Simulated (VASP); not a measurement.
## Tl: single point with revPBE

Crystal: Tl.

```
Tl
1.0
     5.57190    0.00000    0.00000
    -2.78595    4.82541    0.00000
     0.00000    0.00000    3.42622
Tl
3
Cartesian
  2.7860 4.8254 3.4262
  0.0000 3.2169 1.7131
  2.7860 1.6085 1.7131
```

This isn't the form of Tl at room conditions, which is hcp.

```yaml
Program: VASP 6.6.1
Task: single point
Functional: revPBE
Potentials_or_basis: VASP PAW PBE potentials, release 64 (Tl_d)
Cutoff: 520 eV
k_mesh: 7 × 7 × 10
Occupations: fermi-dirac, width 0.1 eV
Spin: no spin polarisation
Dipole_correction: no
Further_INCAR_settings: ALGO = Normal; EDIFF = 1e-07; NBANDS = 26
```

| Item | Value |
| --- | --- |
| Pressure | 2.1 GPa |
| Band gap on the k mesh | zero (an odd number of electrons rules out a gap without spin polarisation) |

Levels at points of the mesh, in eV from the Fermi level:
```csv
k point,band 16,band 17,band 18,band 19,band 20,band 21,band 22,band 23
"(0.00, 0.00, 0.00)",-9.74,-4.63,-4.29,-0.49,-0.49,-0.34,-0.34,4.44
"(0.00, 0.00, 0.50)",-6.76,-5.57,-2.19,-0.08,0.66,1.33,1.33,1.44
```

It took 42 s on 1 thread of Intel(R) Xeon(R) 6975P-C (Granite Rapids) (shared host), peak memory 0.25 GiB.

Caveat: the PAW data sets were made with another functional, which shifts forces and pressure a little; spin-orbit coupling is left out, which moves the levels of the heavy elements.
